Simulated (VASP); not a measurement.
**Si5P: relaxation of cell and atoms with PBE**

Crystal: Si5P.

```xyz
6
Lattice="0.0000 3.7751 3.7751 3.7751 0.0000 3.7751 3.7751 3.7751 0.0000" Properties=species:S:1:pos:R:3 pbc="T T T"
Si    5.6626    5.6626    5.6626
Si    4.7189    4.7189    2.8313
Si    4.7189    2.8313    4.7189
Si    2.8313    4.7189    4.7189
Si    2.8313    2.8313    2.8313
P     0.0000    0.0000    0.0000
```

```yaml
Program: VASP 6.6.1
Task: relaxation of cell and atoms
Functional: PBE
Potentials_or_basis: VASP PAW PBE potentials, release 64 (Si, P)
Cutoff: 600 eV
k_mesh: 4 × 4 × 4
Occupations: gaussian, width 0.1 eV
Spin: no spin polarisation
Dipole_correction: no
Further_INCAR_settings: ALGO = Normal; EDIFF = 1e-07; IBRION = 2; EDIFFG = -0.04; NSW = 90; ISIF = 3
```

The relaxed volume is 15.31 Å³/atom, the relaxed cell is a = 5.065 Å, b = 5.065 Å, c = 5.065 Å, α = 60.00°, β = 60.00°, γ = 60.00° and the space group after relaxing (to 0.05 Å) is F-43m (No. 216). The energy gained by relaxing is 86.9 meV/atom and the ionic steps are 2. The pressure after relaxing is 0.1 GPa.

The path:
```
step  energy change (eV)  largest force (eV/Å)  pressure (GPa)  volume (Å³)
   1              0.0000                0.0258           -9.49       107.60
   2             -0.5213                0.0242            0.12        91.89
```

Final structure:
```cif
data_structure
_symmetry_space_group_name_H-M 'P 1'
_symmetry_Int_Tables_number 1
_cell_length_a 5.0651
_cell_length_b 5.0651
_cell_length_c 5.0651
_cell_angle_alpha 60.000
_cell_angle_beta 60.000
_cell_angle_gamma 60.000
_cell_volume 91.89
loop_
_atom_site_label
_atom_site_type_symbol
_atom_site_fract_x
_atom_site_fract_y
_atom_site_fract_z
_atom_site_occupancy
Si1 Si 0.75000 0.75000 0.75000 1
Si2 Si 0.37490 0.37490 0.87529 1
Si3 Si 0.37490 0.87529 0.37490 1
Si4 Si 0.87529 0.37490 0.37490 1
Si5 Si 0.37490 0.37490 0.37490 1
P1 P 0.00000 0.00000 0.00000 1
```

Levels at points of the mesh, in eV from the Fermi level:
| k point | band 10 | band 11 | band 12 | band 13 | band 14 | band 15 |
| --- | --- | --- | --- | --- | --- | --- |
| (0.00, 0.00, 0.00) | -5.02 | -2.65 | -2.65 | -2.65 | -2.32 | -2.32 |
| (0.50, 0.00, 0.00) | -1.88 | -0.88 | -0.88 | -0.48 | -0.48 | 2.00 |
| (0.50, 0.50, 0.00) | -0.78 | -0.04 | -0.04 | 0.28 | 0.33 | 0.65 |

Run time: 55 s on 1 thread of Intel(R) Xeon(R) Platinum 8488C (Sapphire Rapids), on a shared host, peak memory 0.32 GiB.

Caveat: the k points lie up to 0.38 Å⁻¹ apart in the final cell.
